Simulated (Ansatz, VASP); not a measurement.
MgS in VASP and in Ansatz

```xyz
4
Lattice="4.0538 0.0000 0.0000 -2.0269 3.5107 0.0000 0.0000 0.0000 6.4915" Properties=species:S:1:pos:R:3 pbc="T T T"
Mg    0.0000    2.3405   -0.0191
Mg    2.0269    1.1702    3.2267
S     0.0000    2.3405    2.4534
S     2.0269    1.1702    5.6992
```

Alike in both runs: task single point; functional PBE; k mesh 6 × 6 × 4; no spin polarisation.

|  | VASP | Ansatz |
| --- | --- | --- |
| version | VASP 6.6.1 | Ansatz 0.2.0 |
| potentials or method | VASP PAW PBE potentials, release 64 (Mg, S) | plane waves, PAW |
| plane-wave cutoff (eV) | 520 | 420 |
| occupations | gaussian, width 0.01 eV | fixed |
| valence electrons in the cell | 16 | 32 |

|  | VASP | Ansatz | Ansatz less VASP |
| --- | --- | --- | --- |
| gap on the k mesh at the Fermi level (eV) | 3.37 | 3.38 | +0.008 |
| pressure (GPa) | -0.1 | 0.0 | +0.15 |

VASP's potentials hold 16 valence electrons a cell and Ansatz's 32, so a difference there can come from the potentials and not from the codes.
